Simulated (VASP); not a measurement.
# CuNi4 (I4/m) in VASP: single point with PBE

Aim: the single point of CuNi4 with PBE.

Program: VASP 6.6.1. These are calculated values, not measurements. Logs are shortened: lines on timing, memory, paths and dates and some standing lists are left out, and cuts for length are marked.

**1. The cell of the first run**

The structure is tetragonal, space group I4/m (No. 87). Conventional cell: a = 5.583 Å, b = 5.583 Å, c = 3.532 Å, α = 90.00°, β = 90.00°, γ = 90.00°. Cu (site symmetry 4/m) has 12 Ni at 2.49 to 2.50 Å within 3.3 Å. Ni (site symmetry m) has 9 Ni at 2.48 to 2.51 Å and 3 Cu at 2.49 to 2.50 Å within 3.3 Å.

**2. Single point, PBE, collinear spin, antiferromagnetic start**

INCAR reads:

```
PREC = Accurate
ENCUT = 520
EDIFF = 1E-6
ISMEAR = 0
SIGMA = 0.1
LREAL = F
LASPH = T
NELM = 150
ALGO = Normal
ISIF = 2
LWAVE = F
LCHARG = T
ISPIN = 2
MAGMOM = 0 -2 -2 2 2
LORBIT = 11
LMAXMIX = 4
GGA = PE
LELF = T
LVHAR = T
NBANDS = 38
```

KPOINTS reads:

```
regular mesh
0
Gamma
  6 6 6
```

POSCAR reads:

```
CuNi4
1.0
   -2.7917231287      2.7917231117      1.7659542908
    2.7917231287     -2.7917231117      1.7659542908
    2.7917229175      2.7917229004     -1.7659542908
Cu Ni
1 4
Direct
    0.0000000089     -0.0000000110     -0.0000000021
    0.3997545575      0.1985191314      0.5982736889
    0.8014808782      0.3997545692      0.2012354474
    0.1985191169      0.6002454347      0.7987645516
    0.6002454386      0.8014808757      0.4017263143
```

Potentials or basis: VASP PAW PBE potentials, release 64 (Cu, Ni).

Started as:

```bash
$ cat potpaw_PBE.64/Cu/POTCAR potpaw_PBE.64/Ni/POTCAR > POTCAR
$ mpirun -np 1 vasp_std > vasp.out
```

OUTCAR:

```text
PREC = Accurate
   ENCUT = 520
   EDIFF = 1E-6
   ISMEAR = 0
   LREAL = F
   LASPH = T
   NELM = 150
   ISIF = 2
   ISPIN = 2
   LORBIT = 11
   GGA = PE

 ion  position               nearest neighbor table
   1  0.000  1.000  1.000-   2 2.49   5 2.49   4 2.49   3 2.49   2 2.50   2 2.50   3 2.50   3 2.50
                             5 2.50   5 2.50   4 2.50   4 2.50
   2  0.400  0.199  0.598-   5 2.48   3 2.49   3 2.49   4 2.49   4 2.49   1 2.49   5 2.50   5 2.50
                             1 2.50   1 2.50   3 2.51   4 2.51
   3  0.801  0.400  0.201-   4 2.48   2 2.49   2 2.49   5 2.49   5 2.49   1 2.49   4 2.50   4 2.50
                             1 2.50   1 2.50   2 2.51   5 2.51
   4  0.199  0.600  0.799-   3 2.48   5 2.49   5 2.49   2 2.49   2 2.49   1 2.49   3 2.50   3 2.50
                             1 2.50   1 2.50   5 2.51   2 2.51
   5  0.600  0.801  0.402-   2 2.48   4 2.49   4 2.49   3 2.49   3 2.49   1 2.49   2 2.50   2 2.50
                             1 2.50   1 2.50   4 2.51   3 2.51

  LATTYP: Found a body centered tetragonal cell.
 ALAT       =     5.5834460462
 C/A-ratio  =     0.6325678716

  Lattice vectors:

 A1 = (  -2.7917231287,   2.7917231117,   1.7659542908)
 A2 = (   2.7917231287,  -2.7917231117,   1.7659542908)
 A3 = (   2.7917229175,   2.7917229004,  -1.7659542908)

Analysis of symmetry for initial positions (statically):
=====================================================================
 Subroutine PRICEL returns:
 Original cell was already a primitive cell.

 Routine SETGRP: Setting up the symmetry group for a
 body centered tetragonal supercell.

 Subroutine GETGRP returns: Found  8 space group operations
 (whereof  8 operations were pure point group operations)
 out of a pool of 16 trial point group operations.

The static configuration has the point symmetry C_4h.

Analysis of symmetry for dynamics (positions and initial velocities):
=====================================================================
 Subroutine PRICEL returns:
 Original cell was already a primitive cell.

 Routine SETGRP: Setting up the symmetry group for a
 body centered tetragonal supercell.

 Subroutine GETGRP returns: Found  8 space group operations
 (whereof  8 operations were pure point group operations)
 out of a pool of 16 trial point group operations.

The dynamic configuration has the point symmetry C_4h.

Analysis of structural, dynamic, and magnetic symmetry:
=====================================================================
 Subroutine PRICEL returns:
 Original cell was already a primitive cell.

 Routine SETGRP: Setting up the symmetry group for a
 body centered tetragonal supercell.

[... 147 lines left out ...]

 number of electron      51.0000011 magnetization      -0.0000000

 number of electron      51.0000011 magnetization       0.0000000

 Free energy of the ion-electron system (eV)
  ---------------------------------------------------
  ext. energy  EPLUGINS =         0.00000000
  ---------------------------------------------------
  free energy    TOTEN  =       -25.37070281 eV

  energy without entropy =      -25.29528720  energy(sigma->0) =      -25.33299500

 E-fermi :   8.7871     XC(G=0): -13.1710

 val. band max:        8.7861105654   @ k =   0.3333  -0.1667   0.1667
 cond. band min:       8.7968066826   @ k =  -0.3333   0.1667   0.0000
 fundamental gap:      0.0106961172
 Fermi energy:         8.7871244610

 spin component 1

 k-point     1 :       0.0000    0.0000    0.0000
  band No.  band energies     occupation
      1      -0.0769      1.00000
      2       5.1627      1.00000
      3       5.1732      1.00000
      4       5.4963      1.00000
      5       5.4963      1.00000
      6       5.5369      1.00000
[... 949 lines left out ...]
     36      21.9107      0.00000
     37      22.1112      0.00000

 [... further k-points ...]

 spin component 2

 k-point     1 :       0.0000    0.0000    0.0000
  band No.  band energies     occupation
      1      -0.0769      1.00000
      2       5.1627      1.00000
      3       5.1732      1.00000
      4       5.4963      1.00000
      5       5.4963      1.00000
      6       5.5369      1.00000
[... 949 lines left out ...]
     36      21.9107      0.00000
     37      22.1112      0.00000

 [... further k-points ...]

 [bands above 37 left out]

------------------------ aborting loop because EDIFF is reached ----------------------------------------

  FORCE on cell =-STRESS in cart. coord.  units (eV):
  Direction    XX          YY          ZZ          XY          YZ          ZX
  --------------------------------------------------------------------------------------
  -------------------------------------------------------------------------------------
  Total        0.1302620      0.1301648      0.1074667      0.0000673     -0.0000000      0.0000000
  in kB        3.7909156      3.7880892      3.1275210      0.0019587     -0.0000000      0.0000000
  external PRESSURE =       3.5688419 kB  Pullay stress =       0.0000000 kB

 VOLUME and BASIS-vectors are now :
 -----------------------------------------------------------------------------
  energy-cutoff  :      520.00
  volume of cell :       55.05
      direct lattice vectors                 reciprocal lattice vectors
    -2.791723129  2.791723112  1.765954291     0.000000007  0.179100863  0.283133036
     2.791723129 -2.791723112  1.765954291     0.179100862  0.000000007  0.283133036
     2.791722918  2.791722900 -1.765954291     0.179100869  0.179100870  0.000000000

 POSITION                                       TOTAL-FORCE (eV/Angst)
 -----------------------------------------------------------------------------------
      5.58345     -0.00000      0.00000        -0.000000     -0.000000      0.000000
      1.10842      2.23201      0.00000        -0.034203      0.004403      0.000000
     -0.55972      1.68330      1.76595         0.004353      0.034202     -0.000000
      3.35144      1.10842      0.00000        -0.004353     -0.034202      0.000000
      1.68330      0.55971      1.76595         0.034203     -0.004403     -0.000000
 -----------------------------------------------------------------------------------
    total drift:                                0.000008     -0.000007      0.000000

  FREE ENERGIE OF THE ION-ELECTRON SYSTEM (eV)
  ---------------------------------------------------
  free  energy   TOTEN  =       -25.3707028055 eV

  energy  without entropy=      -25.2952871971  energy(sigma->0) =      -25.33299500

 total charge

# of ion       s       p       d       tot
------------------------------------------
    1        0.479   0.441   9.155  10.075
    2        0.484   0.476   8.337   9.297
    3        0.484   0.476   8.337   9.297
    4        0.484   0.476   8.337   9.297
    5        0.484   0.476   8.337   9.297
--------------------------------------------------
tot          2.414   2.346  42.503  47.263

 magnetization (x)

# of ion       s       p       d       tot
------------------------------------------
    1        0.000   0.000   0.000   0.000
    2       -0.000  -0.000  -0.000  -0.000
    3        0.000   0.000   0.000   0.000
    4       -0.000  -0.000  -0.000  -0.000
    5        0.000   0.000   0.000   0.000
--------------------------------------------------
tot          0.000   0.000   0.000   0.000
```

OSZICAR:

```text
N       E                     dE             d eps       ncg     rms          rms(c)
DAV:   1     0.366011282371E+03    0.36601E+03   -0.22025E+04 10768   0.204E+03
DAV:   2     0.234060036840E+01   -0.36367E+03   -0.34295E+03 10336   0.366E+02
DAV:   3    -0.287266350937E+02   -0.31067E+02   -0.28757E+02 11044   0.136E+02
[... 11 lines left out ...]
DAV:  15    -0.253706945473E+02   -0.30658E-04   -0.18407E-04 19550   0.177E-01    0.183E-02
DAV:  16    -0.253706999380E+02   -0.53906E-05   -0.48344E-05 12756   0.682E-02    0.999E-03
DAV:  17    -0.253707015101E+02   -0.15721E-05   -0.79166E-06 10902   0.308E-02    0.519E-03
DAV:  18    -0.253707026121E+02   -0.11020E-05   -0.28182E-06  6296   0.231E-02    0.210E-03
DAV:  19    -0.253707028055E+02   -0.19348E-06   -0.15386E-06  6268   0.106E-02
   1 F= -.25370703E+02 E0= -.25332995E+02  d E =-.754156E-01  mag=    -0.0000
```

stdout:

```text
POSCAR found type information on POSCAR CuNi
 POSCAR found :  2 types and       5 ions
 scaLAPACK will be used
 LDA part: xc-table for (Slater+PW92), standard interpolation
 POSCAR, INCAR and KPOINTS ok, starting setup
 FFT: planning ... GRIDC
 FFT: planning ... GRID_SOFT
 FFT: planning ... GRID
 WAVECAR not read
 entering main loop
```

Run time: 4.5 min. Hardware: 1 thread of Intel Xeon Platinum 8375C at 2.90GHz (Ice Lake), shared host; peak memory 0.34 GiB.

What came out:

| Quantity | Value |
| --- | --- |
| Free energy | -25.3707 eV |
| Pressure | 0.4 GPa |
| Largest force | 0.034 eV/Å |
| Net moment | 0.00 μB per cell |
| Valence electrons inside the program's atomic spheres | Cu 10.07; Ni 9.30 |

Forces in eV/Å, atoms in the order of the input:
```
Cu   0.000  0.000  0.000
Ni  -0.034  0.004  0.000
Ni   0.004  0.034  0.000
Ni  -0.004 -0.034  0.000
Ni   0.034 -0.004  0.000
```

Levels at points of the mesh, in eV from the Fermi level:
Spin up:
```tsv
k point	band 24	band 25	band 26	band 27	band 28	band 29
(0.00, 0.00, 0.00)	-0.42	-0.04	0.01	3.61	3.74	3.85
(0.50, 0.00, 0.00)	-0.18	-0.13	-0.06	-0.02	0.34	3.18
(0.50, 0.00, 0.50)	-0.18	-0.13	-0.06	-0.02	0.34	3.18
(0.50, 0.50, 0.00)	-0.09	-0.01	0.09	0.09	2.50	6.00
(0.00, 0.00, 0.50)	-0.09	-0.01	0.09	0.09	2.50	6.00
(0.50, 0.50, 0.50)	-0.01	0.07	0.09	0.09	0.33	0.33
```
Spin down:
```tsv
k point	band 23	band 24	band 25	band 26	band 27	band 28	band 29	band 30
(0.00, 0.00, 0.00)	-0.42	-0.42	-0.04	0.01	3.61	3.74	3.85	3.85
(0.50, 0.00, 0.00)	-0.21	-0.18	-0.13	-0.06	-0.02	0.34	3.18	3.44
(0.50, 0.00, 0.50)	-0.21	-0.18	-0.13	-0.06	-0.02	0.34	3.18	3.44
(0.50, 0.50, 0.00)	-0.26	-0.09	-0.01	0.09	0.09	2.50	6.00	6.06
(0.00, 0.00, 0.50)	-0.26	-0.09	-0.01	0.09	0.09	2.50	6.00	6.06
(0.50, 0.50, 0.50)	-0.08	-0.01	0.07	0.09	0.09	0.33	0.33	2.50
```

Caveat: the starting moments collapsed, and a magnetic state may lie lower.
